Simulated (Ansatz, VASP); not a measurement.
**SrCoS2: VASP beside Ansatz**

```
Sr Co S
1.0
     3.16511    3.19032    0.00000
     3.16511   -3.19032    0.00000
     0.00000    0.00000   -8.78643
Sr Co S
2 2 4
Direct
  0.25000 0.75000 0.80190
  0.75000 0.25000 0.19810
  0.25000 0.75000 0.40680
  0.75000 0.25000 0.59320
  0.25000 0.75000 0.15040
  0.75000 0.25000 0.84960
  0.75000 0.75000 0.50000
  0.25000 0.25000 0.50000
```

Alike in both runs: task single point; functional r2SCAN; k mesh 4 × 4 × 2; no spin polarisation.

|  | VASP | Ansatz |
| --- | --- | --- |
| version | VASP 6.6.1 | Ansatz 0.2.0 |
| potentials or method | VASP PAW PBE potentials, release 64 (Sr_sv, Co, S), cutoff 520 eV | PAW plane waves |
| occupations | fermi-dirac, width 0.1 eV | fermi-dirac |
| valence electrons in the cell | 62 | 78 |

```csv
,VASP,Ansatz,Ansatz less VASP
gap on the k mesh at the Fermi level (eV),none,none,-
pressure (GPa),-8.5,-8.6,-0.05
"traceless stress, the component that is largest in VASP (GPa)",3.78,3.82,+0.037
rms of the force components (eV/Å),0.180,0.190,+0.0102
```

VASP's potentials were made for PBE, not for r2SCAN. Atom by atom the forces differ by 0.014 eV/Å (rms over components). A gap of «none» marks a metal or a gap that the smearing closes. VASP's potentials hold 62 valence electrons a cell and Ansatz's 78, so a difference there can come from the potentials and not from the codes.
